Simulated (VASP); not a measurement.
# Al3InSb4 (I-42m) in VASP: single point with PBE

Aim: the single point of Al3InSb4 with PBE.

All numbers are computed with VASP 6.6.1; they aren't measurements. Logs are shortened: lines on timing, memory, paths and dates and some standing lists are left out, and cuts for length are marked.

## (1) The cell of the first run

The structure is tetragonal, space group I-42m (No. 121). Conventional cell: a = 6.322 Å, b = 6.322 Å, c = 12.634 Å, α = 90.00°, β = 90.00°, γ = 90.00°. Al (site symmetry -42m) has 4 Sb at 2.69 Å within 3.5 Å. Within 3.6 Å of Al (site symmetry -4) lie 4 Sb at 2.71 Å. In (site symmetry -42m) has 4 Sb at 2.85 Å within 3.8 Å. Within 3.5 Å of Sb (site symmetry m) lie 3 Al at 2.69 to 2.71 Å and 1 In at 2.85 Å.

## (2) Single point, PBE

The input, POSCAR:

```
Al3InSb4
1.0
   -3.1610996069      3.1610996069      6.3167978031
    3.1610996069     -3.1610996069      6.3167978031
    3.1610996069      3.1610996069     -6.3167978031
Al In Sb
3 1 4
Direct
    0.5000000000      0.5000000000      0.0000000000
    0.2500000000      0.7500000000      0.5000000000
    0.7500000000      0.2500000000      0.5000000000
    0.0000000000      0.0000000000      0.0000000000
    0.8684279866      0.8684279866      0.4780519995
    0.3903759871      0.3903759871      0.5219480005
    0.1315720134      0.6096240129      0.0000000000
    0.6096240129      0.1315720134      0.0000000000
```

The input, INCAR.step1:

```
PREC     = Accurate       # precision mode
ENCUT    = 400            # plane-wave cutoff, eV
EDIFF    = 1E-6           # SCF threshold, eV
ISMEAR   = 0              # smearing method
SIGMA    = 0.02           # smearing width, eV
LREAL    = False          # projectors in reciprocal space
LASPH    = True           # aspherical terms in the spheres
NELM     = 120            # most SCF steps
ALGO     = Normal         # electronic algorithm
ISIF     = 2              # what is computed and relaxed
LWAVE    = False          # write WAVECAR
LCHARG   = True           # write CHGCAR
GGA      = PE             # functional
NBANDS   = 31             # bands
GGA_COMPAT= False        
NEDOS    = 2001           # points of the DOS
LORBIT   = 11             # projections on sites
```

The input, KPOINTS.step1:

```
regular mesh
0
Gamma
  6 6 6
```

The input, INCAR.step2:

```
PREC     = Accurate       # precision mode
ENCUT    = 400            # plane-wave cutoff, eV
EDIFF    = 1E-6           # SCF threshold, eV
ISMEAR   = -5             # smearing method
SIGMA    = 0.02           # smearing width, eV
LREAL    = False          # projectors in reciprocal space
LASPH    = True           # aspherical terms in the spheres
NELM     = 120            # most SCF steps
ALGO     = Normal         # electronic algorithm
ISIF     = 2              # what is computed and relaxed
LWAVE    = False          # write WAVECAR
LCHARG   = False          # write CHGCAR
GGA      = PE             # functional
LORBIT   = 10             # projections on sites
NBANDS   = 31             # bands
NEDOS    = 1001           # points of the DOS
ICHARG   = 11             # starting density
GGA_COMPAT= False
```

The input, KPOINTS.step2:

```
regular mesh
0
Gamma
  9 9 9
```

Potentials or basis: VASP PAW PBE potentials, release 64 (Al, In_d, Sb).

Started as:

```sh
> cat potpaw_PBE.64/Al/POTCAR potpaw_PBE.64/In_d/POTCAR potpaw_PBE.64/Sb/POTCAR > POTCAR
> cp INCAR.step1 INCAR
> cp KPOINTS.step1 KPOINTS
> mpirun -np 1 vasp_std > vasp.out
> cp INCAR.step2 INCAR
> cp KPOINTS.step2 KPOINTS
> mpirun -np 1 vasp_std > vasp.out
```

OUTCAR:

```text
PREC = Accurate
   ENCUT = 400
   EDIFF = 1E-6
   ISMEAR = -5
   LREAL = False
   LASPH = True
   NELM = 120
   ISIF = 2
   GGA = PE
   LORBIT = 10
   ICHARG = 11

 ion  position               nearest neighbor table
   1  0.500  0.500  0.000-   5 2.69   7 2.69   8 2.69   6 2.69
   2  0.250  0.750  0.500-   6 2.71   8 2.71   7 2.71   5 2.71
   3  0.750  0.250  0.500-   6 2.71   7 2.71   8 2.71   5 2.71
   4  0.000  0.000  0.000-   5 2.85   6 2.85   8 2.85   7 2.85
   5  0.868  0.868  0.478-   1 2.69   2 2.71   3 2.71   4 2.85
   6  0.390  0.390  0.522-   1 2.69   2 2.71   3 2.71   4 2.85
   7  0.132  0.610  0.000-   1 2.69   2 2.71   3 2.71   4 2.85
   8  0.610  0.132  0.000-   1 2.69   3 2.71   2 2.71   4 2.85

  LATTYP: Found a body centered tetragonal cell.
 ALAT       =     6.3221992138
 C/A-ratio  =     1.9982912874

  Lattice vectors:

 A1 = (  -3.1610996069,   3.1610996069,   6.3167978031)
 A2 = (   3.1610996069,  -3.1610996069,   6.3167978031)
 A3 = (   3.1610996069,   3.1610996069,  -6.3167978031)

Analysis of symmetry for initial positions (statically):
=====================================================================
 Subroutine PRICEL returns:
 Original cell was already a primitive cell.

 Routine SETGRP: Setting up the symmetry group for a
 body centered tetragonal supercell.

 Subroutine GETGRP returns: Found  8 space group operations
 (whereof  8 operations were pure point group operations)
 out of a pool of 16 trial point group operations.

The static configuration has the point symmetry D_2d.

Analysis of symmetry for dynamics (positions and initial velocities):
=====================================================================
 Subroutine PRICEL returns:
 Original cell was already a primitive cell.

 Routine SETGRP: Setting up the symmetry group for a
 body centered tetragonal supercell.

 Subroutine GETGRP returns: Found  8 space group operations
 (whereof  8 operations were pure point group operations)
 out of a pool of 16 trial point group operations.

The dynamic configuration has the point symmetry D_2d.

 Subroutine INISYM returns: Found  8 space group operations
 (whereof  8 operations are pure point group operations),
 and found     1 'primitive' translations

----------------------------------------------------------------------------------------

                                     Primitive cell

  volume of cell :     252.4837

  direct lattice vectors                    reciprocal lattice vectors
    -3.161099607  3.161099607  6.316797803     0.000000000  0.158172808  0.079154030
     3.161099607 -3.161099607  6.316797803     0.158172808  0.000000000  0.079154030
     3.161099607  3.161099607 -6.316797803     0.158172808  0.158172808  0.000000000

  length of vectors
     7.738671458  7.738671458  7.738671458     0.176872829  0.176872829  0.223690130

  position of ions in fractional coordinates (direct lattice)
     0.500000000  0.500000000  0.000000000
     0.250000000  0.750000000  0.500000000
     0.750000000  0.250000000  0.500000000
     0.000000000  0.000000000  0.000000000
     0.868427987  0.868427987  0.478052000
     0.390375987  0.390375987  0.521948000
     0.131572013  0.609624013  0.000000000
     0.609624013  0.131572013  0.000000000

  ion indices of the primitive-cell ions
   primitive index   ion index
                 1           1
                 2           2
                 3           3
                 4           4
                 5           5
                 6           6
                 7           7
                 8           8

----------------------------------------------------------------------------------------

 KPOINTS: regular mesh

Automatic generation of k-mesh.
 Grid dimensions read from file:
 generate k-points for:    9    9    9

 Generating k-lattice:

  Cartesian coordinates                     Fractional coordinates (reciprocal lattice)
     0.000000000  0.017574756  0.008794892     0.111111111 -0.000000000  0.000000000
     0.017574756  0.000000000  0.008794892    -0.000000000  0.111111111  0.000000000
     0.017574756  0.017574756  0.000000000     0.000000000  0.000000000  0.111111111

  Length of vectors
     0.019652537  0.019652537  0.024854459

  Shift w.r.t. Gamma in fractional coordinates (k-lattice)
     0.000000000  0.000000000  0.000000000

 TETIRR: Found    939 inequivalent tetrahedra from     4374

 Subroutine IBZKPT returns following result:
 ===========================================

 Found     75 irreducible k-points:

 Following reciprocal coordinates:
            Coordinates               Weight
  0.000000  0.000000  0.000000      1.000000
  0.111111  0.000000 -0.000000      8.000000
  0.222222  0.000000  0.000000      8.000000
  0.333333  0.000000 -0.000000      8.000000
  0.444444  0.000000  0.000000      8.000000
  0.111111  0.111111 -0.000000      8.000000
[... 16 lines left out ...]
 -0.333333  0.333333  0.000000      4.000000
  0.444444  0.444444  0.000000      8.000000
 [... further k-points ...]
   k-points           NKPTS =     75   k-points in BZ     NKDIM =     75   number of bands    NBANDS=     31
   number of dos      NEDOS =   1001   number of ions     NIONS =      8
   total plane-waves  NPLWV = 125000
   dimension x,y,z NGX =    50 NGY =   50 NGZ =   50
   dimension x,y,z NGXF=   100 NGYF=  100 NGZF=  100
   ions per type =               3   1   4
   NGX,Y,Z   is equivalent  to a cutoff of  10.74, 10.74, 10.74 a.u.
   NGXF,Y,Z  is equivalent  to a cutoff of  21.48, 21.48, 21.48 a.u.
 SYSTEM =  unknown system
   PREC   = accura    normal or accurate (medium, high low for compatibility)
   ISTART =      0    job   : 0-new  1-cont  2-samecut
   ICHARG =     11    charge: 1-file 2-atom 10-const
   ISPIN  =      1    spin polarized calculation?
   LNONCOLLINEAR =      F non collinear calculations
   LSORBIT =      F    spin-orbit coupling
   LASPH  =      T    aspherical Exc in radial PAW
   ENCUT  =  400.0 eV  29.40 Ry    5.42 a.u.  12.62 12.62 12.62*2*pi/ulx,y,z
   NELM   =    120;   NELMIN=  2; NELMDL=  0     # of ELM steps
   EDIFF  = 0.1E-05   stopping-criterion for ELM
   LREAL  =      F    real-space projection
   EDIFFG = 0.1E-04   stopping-criterion for IOM
   NSW    =      0    number of steps for IOM
   IBRION =     -1    ionic relax: 0-MD 1-quasi-New 2-CG
   NFREE  =      0    steps in history (QN), initial steepest desc. (CG)
   ISIF   =      2    stress and relaxation
   ISYM   =      2    0-nonsym 1-usesym 2-fastsym
   POTIM  = 0.5000    time-step for ionic-motion
   TEBEG  =    0.0;   TEEND  =   0.0 temperature during run
   PSTRESS=    0.0 pullay stress
   NELECT =      42.0000    total number of electrons
   NUPDOWN=      -1.0000    fix difference up-down
   EMIN   =  10.00;   EMAX   =-10.00  energy-range for DOS
   EFERMI =   0.00;   METHOD = LEGACY
   ISMEAR =    -5;   SIGMA  =   0.02  broadening in eV -4-tet -1-fermi 0-gaus
   EFERMI_NEDOS =   21; number of points for ismear=-14 and -15
   IALGO  =     38    algorithm
   IMIX   =      4    mixing-type and parameters
     AMIX     =   0.40;   BMIX     =  1.00
     AMIX_MAG =   1.60;   BMIX_MAG =  1.00
  volume/ion in A,a.u.               =      31.56       212.98
  Fermi-wavevector in a.u.,A,eV,Ry     =   0.900354  1.701423 11.029400  0.810638
  Thomas-Fermi vector in A             =   2.023302
   LORBIT       =     10    0 simple, 1 ext, 2 COOP (PROOUT), +10 PAW based schemes
   GGA     = PE    functional components
   LHFCALC =     F    Hartree Fock is set to
   AEXX    =    0.0000 exact exchange contribution
   IVDW    =     0    specifies the selected vdW correction
   LEPSILON=     F    determine dielectric tensor
   LRPA    =     F    only Hartree local field effects (RPA)
 non-spin polarized calculation
 Fermi weights with tetrahedron method with Bloechl corrections
  energy-cutoff  :      400.00
  volume of cell :      252.48
 maximum number of plane-waves:      4613

 number of electron      42.0000006 magnetization

 Free energy of the ion-electron system (eV)
  ---------------------------------------------------
  ext. energy  EPLUGINS =         0.00000000
  ---------------------------------------------------
  free energy    TOTEN  =       -31.56888835 eV

  energy without entropy =      -31.56888835  energy(sigma->0) =      -31.56888835

 E-fermi :   4.4519     XC(G=0):  -8.4863

 val. band max:        4.4451974068   @ k =   0.0000   0.0000   0.0000
 cond. band min:       5.2396515232   @ k =   0.0000   0.0000   0.0000
 fundamental gap:      0.7944541165
 Fermi energy:         4.4518933006

 k-point     1 :       0.0000    0.0000    0.0000
  band No.  band energies     occupation
      1      -9.8815      2.00000
      2      -9.8787      2.00000
      3      -9.8787      2.00000
      4      -9.8113      2.00000
      5      -9.8084      2.00000
      6      -6.0090      2.00000
[... 23 lines left out ...]
     30       8.4478      0.00000
     31       8.5927      0.00000

 k-point     2 :       0.1111    0.0000   -0.0000
  band No.  band energies     occupation
      1      -9.8816      2.00000
      2      -9.8788      2.00000
      3      -9.8788      2.00000
      4      -9.8112      2.00000
      5      -9.8084      2.00000
      6      -5.9642      2.00000
[... 23 lines left out ...]
     30       8.3137      0.00000
     31       8.7656      0.00000

 k-point     3 :       0.2222    0.0000    0.0000
  band No.  band energies     occupation
      1      -9.8818      2.00000
      2      -9.8790      2.00000
      3      -9.8788      2.00000
      4      -9.8111      2.00000
      5      -9.8083      2.00000
      6      -5.8319      2.00000
[... 703 lines left out ...]
     30       8.6931      0.00000
     31       8.9110      0.00000

 k-point    24 :       0.4444    0.4444    0.0000
  band No.  band energies     occupation
      1      -9.8835      2.00000
      2      -9.8800      2.00000
      3      -9.8793      2.00000
      4      -9.8103      2.00000
      5      -9.8079      2.00000
      6      -4.8178      2.00000
[... 23 lines left out ...]
     30       8.4287      0.00000
     31       8.5385      0.00000

 [... further k-points ...]

------------------------ aborting loop because EDIFF is reached ----------------------------------------

  FORCE on cell =-STRESS in cart. coord.  units (eV):
  Direction    XX          YY          ZZ          XY          YZ          ZX
  --------------------------------------------------------------------------------------
  -------------------------------------------------------------------------------------
  Total        0.1856174      0.1856174      0.1866424      0.0000000      0.0000000      0.0000000
  in kB        1.1778660      1.1778660      1.1843707      0.0000000      0.0000000      0.0000000
  external PRESSURE =       1.1800342 kB  Pullay stress =       0.0000000 kB

 VOLUME and BASIS-vectors are now :
 -----------------------------------------------------------------------------
  energy-cutoff  :      400.00
  volume of cell :      252.48
      direct lattice vectors                 reciprocal lattice vectors
    -3.161099607  3.161099607  6.316797803     0.000000000  0.158172808  0.079154030
     3.161099607 -3.161099607  6.316797803     0.158172808  0.000000000  0.079154030
     3.161099607  3.161099607 -6.316797803     0.158172808  0.158172808  0.000000000

 POSITION                                       TOTAL-FORCE (eV/Angst)
 -----------------------------------------------------------------------------------
      0.00000      0.00000      6.31680         0.000000      0.000000      0.000000
      3.16110      0.00000      3.15840         0.000000      0.000000      0.000000
      0.00000      3.16110      3.15840        -0.000000      0.000000      0.000000
      0.00000      0.00000      0.00000        -0.000000      0.000000      0.000000
      1.51117      1.51117      7.95161         0.008731      0.008731     -0.007879
      1.64993      1.64993      1.63481        -0.008731     -0.008731     -0.007879
      1.51117     -1.51117      4.68199         0.008731     -0.008731      0.007879
     -1.51117      1.51117      4.68199        -0.008731      0.008731      0.007879
 -----------------------------------------------------------------------------------
    total drift:                               -0.000004     -0.000004     -0.000004

  FREE ENERGIE OF THE ION-ELECTRON SYSTEM (eV)
  ---------------------------------------------------
  free  energy   TOTEN  =       -31.5688883469 eV

  energy  without entropy=      -31.5688883469  energy(sigma->0) =      -31.56888835

 total charge

# of ion       s       p       d       tot
------------------------------------------
    1        0.419   0.344   0.000   0.763
    2        0.419   0.336   0.000   0.755
    3        0.419   0.336   0.000   0.755
    4        0.869   0.681   9.860  11.410
    5        1.119   1.368   0.021   2.508
    6        1.119   1.368   0.021   2.508
    7        1.119   1.368   0.021   2.508
    8        1.119   1.368   0.021   2.508
--------------------------------------------------
tot          6.603   7.168   9.943  23.714
```

Wall time 12 min (1 thread of Oxide Virtual Turin-like, shared host); peak memory 0.54 GiB.

What came out:

```
Valence electrons inside the program's atomic spheres : Al 0.76; In 11.41; Sb 2.51
```

Caveat: spin-orbit coupling is left out, which moves the levels of the heavy elements.
